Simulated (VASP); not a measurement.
# ClO (Pm-3m) in VASP: settings compared

ClO is run at these levels: PBEsol+D3(BJ), BLYP+D3(BJ), PBEsol; tasks: relaxation of cell and atoms.

Program: VASP 6.6.1. These are calculated values, not measurements. Logs are shortened: lines on timing, memory, paths and dates and some standing lists are left out, and cuts for length are marked.

## 1. The cell of the first run

It takes space group Pm-3m (No. 221, cubic). The conventional cell has a = 3.185 Å, b = 3.185 Å, c = 3.185 Å, α = 90.00°, β = 90.00°, γ = 90.00°. Within 3.6 Å of Cl (site symmetry m-3m) lie 8 O at 2.76 Å and 6 Cl at 3.19 Å. O (site symmetry m-3m) has 8 Cl at 2.76 Å and 6 O at 3.19 Å within 3.6 Å.

## 2. Relaxation of cell and atoms, PBEsol+D3(BJ)

Input file INCAR:

```
SYSTEM = ClO
PREC = Accurate
ENCUT = 600
EDIFF = 1E-6
ISMEAR = 0
SIGMA = 0.1
LREAL = .False.
LASPH = .True.
NELM = 80
ALGO = Normal
ISIF = 3
LWAVE = .False.
LCHARG = .False.
GGA = PS
IVDW = 12
IBRION = 2
NSW = 80
EDIFFG = -0.03
```

Input file KPOINTS:

```
regular mesh
0
Gamma
  9 9 9
  0 0 0
```

Input file POSCAR:

```
ClO
1.0
    3.1852170000      0.0000000000      0.0000000000
    0.0000000000      3.1852170000      0.0000000000
    0.0000000000      0.0000000000      3.1852170000
Cl O
1 1
Direct
    0.0000000000      0.0000000000      0.0000000000
    0.5000000000      0.5000000000      0.5000000000
```

Potentials or basis: VASP PAW PBE potentials, release 64 (Cl, O).

The run is started by

```sh
$ cat potpaw_PBE.64/Cl/POTCAR potpaw_PBE.64/O/POTCAR > POTCAR
$ mpirun -np 1 vasp_std > vasp.out
```

OUTCAR:

```text
SYSTEM = ClO
   PREC = Accurate
   ENCUT = 600
   EDIFF = 1E-6
   ISMEAR = 0
   LREAL = .False.
   LASPH = .True.
   NELM = 80
   ISIF = 3
   GGA = PS
   IVDW = 12
   IBRION = 2
   NSW = 80
   EDIFFG = -0.03
 IVDW          = 12

 ion  position               nearest neighbor table
   1  0.000  0.000  0.000-
   2  0.500  0.500  0.500-

  LATTYP: Found a simple cubic cell.
 ALAT       =     3.1852170000

  Lattice vectors:

 A1 = (   3.1852170000,   0.0000000000,   0.0000000000)
 A2 = (   0.0000000000,   3.1852170000,   0.0000000000)
 A3 = (   0.0000000000,   0.0000000000,   3.1852170000)

Analysis of symmetry for initial positions (statically):
=====================================================================
 Subroutine PRICEL returns:
 Original cell was already a primitive cell.

 Routine SETGRP: Setting up the symmetry group for a
 simple cubic supercell.

 Subroutine GETGRP returns: Found 48 space group operations
 (whereof 48 operations were pure point group operations)
 out of a pool of 48 trial point group operations.

The static configuration has the point symmetry O_h .

Analysis of symmetry for dynamics (positions and initial velocities):
=====================================================================
 Subroutine PRICEL returns:
 Original cell was already a primitive cell.

 Routine SETGRP: Setting up the symmetry group for a
 simple cubic supercell.

 Subroutine GETGRP returns: Found 48 space group operations
 (whereof 48 operations were pure point group operations)
 out of a pool of 48 trial point group operations.

The dynamic configuration has the point symmetry O_h .

 Subroutine INISYM returns: Found 48 space group operations
 (whereof 48 operations are pure point group operations),
 and found     1 'primitive' translations

----------------------------------------------------------------------------------------

                                     Primitive cell

  volume of cell :      32.3160

  direct lattice vectors                    reciprocal lattice vectors
     3.185217000  0.000000000  0.000000000     0.313950353  0.000000000  0.000000000
     0.000000000  3.185217000  0.000000000     0.000000000  0.313950353  0.000000000
     0.000000000  0.000000000  3.185217000     0.000000000  0.000000000  0.313950353

  length of vectors
     3.185217000  3.185217000  3.185217000     0.313950353  0.313950353  0.313950353

  position of ions in fractional coordinates (direct lattice)
     0.000000000  0.000000000  0.000000000
     0.500000000  0.500000000  0.500000000

  ion indices of the primitive-cell ions
   primitive index   ion index
                 1           1
                 2           2

----------------------------------------------------------------------------------------

 KPOINTS: regular mesh

Automatic generation of k-mesh.
 Grid dimensions read from file:
 generate k-points for:    9    9    9

 Generating k-lattice:

  Cartesian coordinates                     Fractional coordinates (reciprocal lattice)
     0.034883373  0.000000000  0.000000000     0.111111111  0.000000000  0.000000000
     0.000000000  0.034883373  0.000000000     0.000000000  0.111111111  0.000000000
     0.000000000  0.000000000  0.034883373     0.000000000  0.000000000  0.111111111

  Length of vectors
     0.034883373  0.034883373  0.034883373

  Shift w.r.t. Gamma in fractional coordinates (k-lattice)
     0.000000000  0.000000000  0.000000000

 Subroutine IBZKPT returns following result:
 ===========================================

 Found     35 irreducible k-points:

 Following reciprocal coordinates:
            Coordinates               Weight
  0.000000  0.000000  0.000000      1.000000
  0.111111  0.000000  0.000000      6.000000
  0.222222  0.000000  0.000000      6.000000
  0.333333  0.000000  0.000000      6.000000
  0.444444  0.000000  0.000000      6.000000
  0.111111  0.111111  0.000000     12.000000
[... 16 lines left out ...]
  0.333333  0.333333  0.111111     24.000000
  0.444444  0.333333  0.111111     48.000000
 [... further k-points ...]
   k-points           NKPTS =     35   k-points in BZ     NKDIM =     35   number of bands    NBANDS=     10
   number of dos      NEDOS =    301   number of ions     NIONS =      2
   total plane-waves  NPLWV =  21952
   dimension x,y,z NGX =    28 NGY =   28 NGZ =   28
   dimension x,y,z NGXF=    56 NGYF=   56 NGZF=   56
   ions per type =               1   1
   NGX,Y,Z   is equivalent  to a cutoff of  14.61, 14.61, 14.61 a.u.
   NGXF,Y,Z  is equivalent  to a cutoff of  29.23, 29.23, 29.23 a.u.
 SYSTEM =  ClO
   PREC   = accura    normal or accurate (medium, high low for compatibility)
   ISTART =      0    job   : 0-new  1-cont  2-samecut
   ICHARG =      2    charge: 1-file 2-atom 10-const
   ISPIN  =      1    spin polarized calculation?
   LNONCOLLINEAR =      F non collinear calculations
   LSORBIT =      F    spin-orbit coupling
   LASPH  =      T    aspherical Exc in radial PAW
   ENCUT  =  600.0 eV  44.10 Ry    6.64 a.u.   6.36  6.36  6.36*2*pi/ulx,y,z
   NELM   =     80;   NELMIN=  2; NELMDL= -5     # of ELM steps
   EDIFF  = 0.1E-05   stopping-criterion for ELM
   LREAL  =      F    real-space projection
   EDIFFG = -.3E-01   stopping-criterion for IOM
   NSW    =     80    number of steps for IOM
   IBRION =      2    ionic relax: 0-MD 1-quasi-New 2-CG
   NFREE  =      1    steps in history (QN), initial steepest desc. (CG)
   ISIF   =      3    stress and relaxation
   ISYM   =      2    0-nonsym 1-usesym 2-fastsym
   POTIM  = 0.5000    time-step for ionic-motion
   TEBEG  =    0.0;   TEEND  =   0.0 temperature during run
   PSTRESS=    0.0 pullay stress
   NELECT =      13.0000    total number of electrons
   NUPDOWN=      -1.0000    fix difference up-down
   EMIN   =  10.00;   EMAX   =-10.00  energy-range for DOS
   EFERMI =   0.00;   METHOD = LEGACY
   ISMEAR =     0;   SIGMA  =   0.10  broadening in eV -4-tet -1-fermi 0-gaus
   EFERMI_NEDOS =   21; number of points for ismear=-14 and -15
   IALGO  =     38    algorithm
   IMIX   =      4    mixing-type and parameters
     AMIX     =   0.40;   BMIX     =  1.00
     AMIX_MAG =   1.60;   BMIX_MAG =  1.00
  volume/ion in A,a.u.               =      16.16       109.04
  Fermi-wavevector in a.u.,A,eV,Ry     =   1.208510  2.283753 19.871261  1.460496
  Thomas-Fermi vector in A             =   2.344116
   LORBIT       =      0    0 simple, 1 ext, 2 COOP (PROOUT), +10 PAW based schemes
   GGA     = PS    functional components
   LHFCALC =     F    Hartree Fock is set to
   AEXX    =    0.0000 exact exchange contribution
   IVDW    =    12    specifies the selected vdW correction
   LEPSILON=     F    determine dielectric tensor
   LRPA    =     F    only Hartree local field effects (RPA)
 conjugate gradient relaxation of ions
 non-spin polarized calculation
 Gauss-broadening in eV      SIGMA  =   0.10
  energy-cutoff  :      600.00
  volume of cell :       32.32
 maximum number of plane-waves:      1091
 NGX is ok and might be reduce to    28
   NGX = 13   NGY = 13   NGZ = 13

--------------------------------------- Ionic step        1  -------------------------------------------

 number of electron      12.9999997 magnetization

 Free energy of the ion-electron system (eV)
  ---------------------------------------------------
  ext. energy  EPLUGINS =         0.00000000
  ---------------------------------------------------
  free energy    TOTEN  =        -3.48615102 eV

  energy without entropy =       -3.46457869  energy(sigma->0) =       -3.47536486

 E-fermi :   0.6727     XC(G=0): -10.0603

 val. band max:        0.6662898338   @ k =   0.4444   0.2222   0.1111
 cond. band min:       0.6862514892   @ k =   0.4444   0.4444   0.2222
 fundamental gap:      0.0199616554
 Fermi energy:         0.6727222341

 k-point     1 :       0.0000    0.0000    0.0000
  band No.  band energies     occupation
      1     -16.2409      2.00000
      2     -12.9566      2.00000
      3      -1.4353      2.00000
      4      -1.4353      2.00000
      5      -1.4353      2.00000
      6       1.5373      0.00000
      7       1.5373      0.00000
      8       1.5373      0.00000
      9      10.4290      0.00000
     10      10.4290      0.00000

 k-point     2 :       0.1111    0.0000    0.0000
  band No.  band energies     occupation
      1     -16.1632      2.00000
      2     -13.0105      2.00000
      3      -1.5747      2.00000
      4      -1.3487      2.00000
      5      -1.3487      2.00000
      6       1.2300      0.00000
      7       1.4513      0.00000
      8       1.4513      0.00000
      9      10.5690      0.00000
     10      10.9133      0.00000

 k-point     3 :       0.2222    0.0000    0.0000
  band No.  band energies     occupation
      1     -15.9464      2.00000
      2     -13.1703      2.00000
      3      -1.8803      2.00000
      4      -1.0975      2.00000
      5      -1.0975      2.00000
      6       0.5326      1.95240
      7       1.1997      0.00000
      8       1.1997      0.00000
      9      10.9688      0.00000
     10      11.8249      0.00000
[... 370 lines left out ...]
 VOLUME and BASIS-vectors are now :
 -----------------------------------------------------------------------------
  energy-cutoff  :      600.00
  volume of cell :       23.47
      direct lattice vectors                 reciprocal lattice vectors
     2.863268844  0.000000000  0.000000000     0.349251172  0.000000000  0.000000000
     0.000000000  2.863268844  0.000000000     0.000000000  0.349251172  0.000000000
    -0.000000000  0.000000000  2.863268844    -0.000000000  0.000000000  0.349251172

 POSITION                                       TOTAL-FORCE (eV/Angst)
 -----------------------------------------------------------------------------------
      0.00000      0.00000      0.00000         0.000000      0.000000      0.000000
      1.43163      1.43163      1.43163        -0.000000      0.000000      0.000000
 -----------------------------------------------------------------------------------
    total drift:                                0.000000      0.000000      0.000000

  FREE ENERGIE OF THE ION-ELECTRON SYSTEM (eV)
  ---------------------------------------------------
  free  energy   TOTEN  =        -4.2920068168 eV

  energy  without entropy=       -4.2749188550  energy(sigma->0) =       -4.28346284

--------------------------------------- Ionic step        4  -------------------------------------------

 number of electron      13.0000002 magnetization

 Free energy of the ion-electron system (eV)
  ---------------------------------------------------
  ext. energy  EPLUGINS =         0.00000000
  ---------------------------------------------------
  free energy    TOTEN  =        -4.00384567 eV

  energy without entropy =       -3.98741201  energy(sigma->0) =       -3.99562884

 E-fermi :   4.9506     XC(G=0): -11.8201

 val. band max:        4.9380995776   @ k =   0.4444   0.2222   0.1111
 cond. band min:       4.9734168403   @ k =   0.4444   0.1111   0.0000
 fundamental gap:      0.0353172627
 Fermi energy:         4.9505909795

 k-point     1 :       0.0000    0.0000    0.0000
  band No.  band energies     occupation
      1     -14.6951      2.00000
      2      -8.6126      2.00000
      3       1.5343      2.00000
      4       1.5343      2.00000
      5       1.5343      2.00000
      6       6.5404      0.00000
      7       6.5404      0.00000
      8       6.5404      0.00000
      9      13.3268      0.00000
     10      13.3268      0.00000

 k-point     2 :       0.1111    0.0000    0.0000
  band No.  band energies     occupation
      1     -14.5437      2.00000
      2      -8.7747      2.00000
      3       1.3095      2.00000
      4       1.6662      2.00000
      5       1.6662      2.00000
      6       6.0712      0.00000
      7       6.3876      0.00000
      8       6.3876      0.00000
      9      13.5042      0.00000
     10      14.1897      0.00000

 k-point     3 :       0.2222    0.0000    0.0000
  band No.  band energies     occupation
      1     -14.1019      2.00000
      2      -9.2692      2.00000
      3       0.9076      2.00000
      4       2.0506      2.00000
      5       2.0506      2.00000
      6       5.0328      0.24507
      7       5.9447      0.00000
      8       5.9447      0.00000
      9      14.0115      0.00000
     10      16.1617      0.00000
[... 290 lines left out ...]
 VOLUME and BASIS-vectors are now :
 -----------------------------------------------------------------------------
  energy-cutoff  :      600.00
  volume of cell :       23.01
      direct lattice vectors                 reciprocal lattice vectors
     2.844249866  0.000000000  0.000000000     0.351586551  0.000000000  0.000000000
     0.000000000  2.844249866  0.000000000     0.000000000  0.351586551  0.000000000
    -0.000000000  0.000000000  2.844249866    -0.000000000  0.000000000  0.351586551

 POSITION                                       TOTAL-FORCE (eV/Angst)
 -----------------------------------------------------------------------------------
      0.00000      0.00000      0.00000        -0.000000      0.000000      0.000000
      1.42212      1.42212      1.42212         0.000000      0.000000      0.000000
 -----------------------------------------------------------------------------------
    total drift:                                0.000000      0.000000      0.000000

  FREE ENERGIE OF THE ION-ELECTRON SYSTEM (eV)
  ---------------------------------------------------
  free  energy   TOTEN  =        -4.2938471958 eV

  energy  without entropy=       -4.2774135343  energy(sigma->0) =       -4.28563037

 reached required accuracy - stopping structural energy minimisation
```

Wall time 46 s (1 thread of Intel Xeon Platinum 8259CL at 2.50GHz (Skylake/Cascade Lake), shared host); peak memory 0.17 GiB.

Results:

```
Free energy                            : -4.2938 eV
Relaxed volume                         : 11.50 Å³/atom
Relaxed cell                           : a = 2.844 Å, b = 2.844 Å, c = 2.844 Å, α = 90.00°, β = 90.00°, γ = 90.00°
Space group after relaxing (to 0.05 Å) : Pm-3m (No. 221)
Energy gained by relaxing              : 296.0 meV/atom
Ionic steps                            : 4
Pressure after relaxing                : 0.3 GPa
Dispersion energy per atom             : -0.145 eV
```

Step by step:
| step | energy change (eV) | largest force (eV/Å) | pressure (GPa) | volume (Å³) |
| --- | --- | --- | --- | --- |
| 1 | 0.0000 | 0.0000 | -14.80 | 32.32 |
| 2 | -0.5122 | 0.0000 | -8.38 | 25.83 |
| 3 | -0.5903 | 0.0000 | -1.57 | 23.47 |
| 4 | -0.5921 | 0.0000 | 0.32 | 23.01 |

Final structure:
```
Cl O
1.0
     2.84425    0.00000    0.00000
     0.00000    2.84425    0.00000
     0.00000    0.00000    2.84425
Cl O
1 1
Direct
  0.00000 0.00000 0.00000
  0.50000 0.50000 0.50000
```

Levels at points of the mesh, in eV from the Fermi level:
```tsv
k point	band 2	band 3	band 4	band 5	band 6	band 7	band 8	band 9	band 10
(0.00, 0.00, 0.00)	-13.56	-3.42	-3.42	-3.42	1.59	1.59	1.59	8.38	8.38
```

Caveat: the volume moved by over 15 % at a fixed basis, so the end points are rough; the PAW data sets were made with another functional, which shifts forces and pressure a little; an odd number of electrons without spin polarisation forces a metal; a magnetic or distorted state may lie lower; pairwise dispersion overbinds metals, which lowers pressure and volume.

## 3. Relaxation of cell and atoms, BLYP+D3(BJ)

Input file INCAR:

```
SYSTEM = ClO
PREC = Accurate
ENCUT = 600
EDIFF = 1E-6
ISMEAR = 0
SIGMA = 0.1
LREAL = .FALSE.
LASPH = .TRUE.
NELM = 60
ALGO = Normal
ISIF = 3
LWAVE = .FALSE.
LCHARG = .FALSE.
GGA = B5
ALDAX = 1.0
AGGAX = 1.0
AGGAC = 1.0
ALDAC = 0.0
IVDW = 12
VDW_S6 = 1.0
VDW_S8 = 2.6996
VDW_A1 = 0.4298
VDW_A2 = 4.2359
IBRION = 2
NSW = 80
EDIFFG = -0.03
```

Input file KPOINTS:

```
Automatic mesh
0
G
  9 9 9
  0 0 0
```

POSCAR is that of step 2.

Potentials or basis: VASP PAW PBE potentials, release 64 (Cl, O).

The run is started by

```sh
$ cat potpaw_PBE.64/Cl/POTCAR potpaw_PBE.64/O/POTCAR > POTCAR
$ mpirun -np 1 vasp_std > vasp.out
```

It took 93 s on 1 thread of Intel Xeon Platinum 8259CL at 2.50GHz (Skylake/Cascade Lake), shared host; peak memory 0.16 GiB.

Results (log left out):

| Quantity | Value |
| --- | --- |
| Free energy | -3.4576 eV |
| Relaxed volume | 13.31 Å³/atom |
| Relaxed cell | a = 2.986 Å, b = 2.986 Å, c = 2.986 Å, α = 90.00°, β = 90.00°, γ = 90.00° |
| Space group after relaxing (to 0.05 Å) | Pm-3m (No. 221) |
| Energy gained by relaxing | 93.6 meV/atom |
| Ionic steps | 4 |
| Pressure after relaxing | 0.2 GPa |
| Dispersion energy per atom | -0.358 eV |

Step by step:
```csv
step,energy change (eV),largest force (eV/Å),pressure (GPa),volume (Å³)
1,0.0000,0.0000,-8.70,32.32
2,-0.1652,0.0000,-3.96,28.39
3,-0.1870,0.0000,-0.55,26.85
4,-0.1872,0.0000,0.15,26.62
```

Final structure:
```yaml
crystal:
  lattice:
    - [2.98583, 0.00000, 0.00000]
    - [0.00000, 2.98583, 0.00000]
    - [0.00000, 0.00000, 2.98583]
  atoms:
    - { symbol: Cl, position: [0.00000, 0.00000, 0.00000] }
    - { symbol: O, position: [0.50000, 0.50000, 0.50000] }
```

Levels at points of the mesh, in eV from the Fermi level:
```
           k point  band 3  band 4  band 5  band 6  band 7  band 8  band 9  band 10
(0.00, 0.00, 0.00)   -2.73   -2.73   -2.73    1.19    1.19    1.19    9.52     9.52
```

Caveat: the volume moved by over 15 % at a fixed basis, so the end points are rough; the PAW data sets were made with another functional, which shifts forces and pressure a little; an odd number of electrons without spin polarisation forces a metal; a magnetic or distorted state may lie lower; pairwise dispersion overbinds metals, which lowers pressure and volume.

## 4. Relaxation of cell and atoms, PBEsol

Input file INCAR:

```
PREC = Accurate
ENCUT = 600
EDIFF = 1E-6
ISMEAR = 0
SIGMA = 0.1
LREAL = F
LASPH = T
NELM = 60
ALGO = Normal
ISIF = 3
LWAVE = F
LCHARG = F
GGA = PS
IBRION = 2
NSW = 80
EDIFFG = -0.03
```

Input file KPOINTS:

```
regular mesh
0
Gamma
  9 9 9
```

POSCAR is that of step 3.

The run is started by

```sh
$ cat potpaw_PBE.64/Cl/POTCAR potpaw_PBE.64/O/POTCAR > POTCAR
$ mpirun -np 1 vasp_std > vasp.out
```

It took 71 s on 1 thread of Intel Xeon Platinum 8259CL at 2.50GHz (Skylake/Cascade Lake), shared host; peak memory 0.16 GiB.

Results (log left out):

- Free energy: -4.0075 eV
- Relaxed volume: 11.75 Å³/atom
- Relaxed cell: a = 2.864 Å, b = 2.864 Å, c = 2.864 Å, α = 90.00°, β = 90.00°, γ = 90.00°
- Space group after relaxing (to 0.05 Å): Pm-3m (No. 221)
- Energy gained by relaxing: 260.7 meV/atom
- Ionic steps: 4
- Pressure after relaxing: 0.3 GPa

The path:
```csv
step,energy change (eV),largest force (eV/Å),pressure (GPa),volume (Å³)
1,0.0000,0.0000,-13.81,32.32
2,-0.4473,0.0000,-7.97,26.23
3,-0.5204,0.0000,-1.10,23.83
4,-0.5214,0.0000,0.28,23.49
```

Final structure:
```yaml
crystal:
  lattice:
    - [2.86409, 0.00000, 0.00000]
    - [0.00000, 2.86409, 0.00000]
    - [0.00000, 0.00000, 2.86409]
  atoms:
    - { symbol: Cl, position: [0.00000, 0.00000, 0.00000] }
    - { symbol: O, position: [0.50000, 0.50000, 0.50000] }
```

Levels at points of the mesh, in eV from the Fermi level:
```csv
k point,band 4,band 5,band 6,band 7,band 8,band 9
"(0.00, 0.00, 0.00)",-3.32,-3.32,1.53,1.53,1.53,8.48
```

Caveat: the volume moved by over 15 % at a fixed basis, so the end points are rough; the PAW data sets were made with another functional, which shifts forces and pressure a little; an odd number of electrons without spin polarisation forces a metal; a magnetic or distorted state may lie lower.

## 5. The runs side by side

```csv
level,gap on the mesh (eV),pressure (GPa),relaxed volume (Å³/atom)
PBEsol+D3(BJ),none,0.3,11.50
BLYP+D3(BJ),none,0.2,13.31
PBEsol,none,0.3,11.75
```

Alike in all rows: task relaxation of cell and atoms; potentials or basis VASP PAW PBE potentials, release 64 (Cl, O); no spin polarisation; cell relaxed; k mesh 9 × 9 × 9; cutoff (eV) 600; smearing gaussian 0.1 eV.

Caveats: the volume moved by over 15 % at a fixed basis, so the end points are rough; the PAW data sets were made with another functional, which shifts forces and pressure a little; an odd number of electrons without spin polarisation forces a metal; a magnetic or distorted state may lie lower; pairwise dispersion overbinds metals, which lowers pressure and volume (some runs).

Total energies depend on the potentials used, so only differences within one code and one set of settings carry meaning.
